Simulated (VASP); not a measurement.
Wanted: the native input for a VASP 6.6.1 run.

* Task: single point
* Functional: PBE
* Potentials or basis: VASP PAW PBE potentials, release 64 (Sb, S)
* Cutoff: 520 eV
* k mesh: 6 × 6 × 4
* Occupations: gaussian, width 0.1 eV
* Spin: no spin polarisation
* Dipole correction: no
* Further INCAR settings: ALGO = Normal; EDIFF = 1e-06; NBANDS = 15

The structure of Sb2S lies in POSCAR:

```
Sb2S
1.0
    3.9723351400      0.0000000000      0.0000000000
   -1.9861675700      3.4401431400      0.0000000000
    0.0000000000      0.0000000000      6.0810711700
Sb S
2 1
Direct
    0.0000000000      0.0000000000      0.2593797000
    0.0000000000      0.0000000000      0.7406203000
    0.0000000000      0.0000000000      0.5000000000
```

The cell was generated, and may not be a known phase.

One way to write it, as run:

INCAR

```
PREC = Accurate
ENCUT = 520
EDIFF = 1E-6
ISMEAR = 0
SIGMA = 0.1
LREAL = F
LASPH = T
NELM = 60
ALGO = Normal
ISIF = 2
LWAVE = F
LCHARG = F
GGA = PE
NBANDS = 15
```

KPOINTS

```
regular mesh
0
Gamma
  6 6 4
```

Potentials or basis: VASP PAW PBE potentials, release 64 (Sb, S).

Run with:

```bash
$ cat potpaw_PBE.64/Sb/POTCAR potpaw_PBE.64/S/POTCAR > POTCAR
$ mpirun -np 1 vasp_std > vasp.out
```

It gave:

The pressure is 213.1 GPa and the largest force is 110.637 eV/Å. The band gap on the k mesh is zero (bands 8 and 9 overlap by 0.14 eV).

Caveat: atoms lie so close that the PAW spheres overlap strongly, which falsifies energies and pressures; the stress differs along the axes, from 3 to 632 GPa; semilocal functionals underestimate gaps, and a narrow one can read as zero; spin-orbit coupling is left out, which moves the levels of the heavy elements; this functional lacks dispersion, which binds layers or chains, so the pressure and a relaxed spacing across them are unreliable; forces of over 1 eV/Å act on the atoms, so gaps and moduli don't describe the material at rest.

Run time: 48 s on 1 thread of AMD EPYC 7R13, on a shared host, peak memory 0.17 GiB.
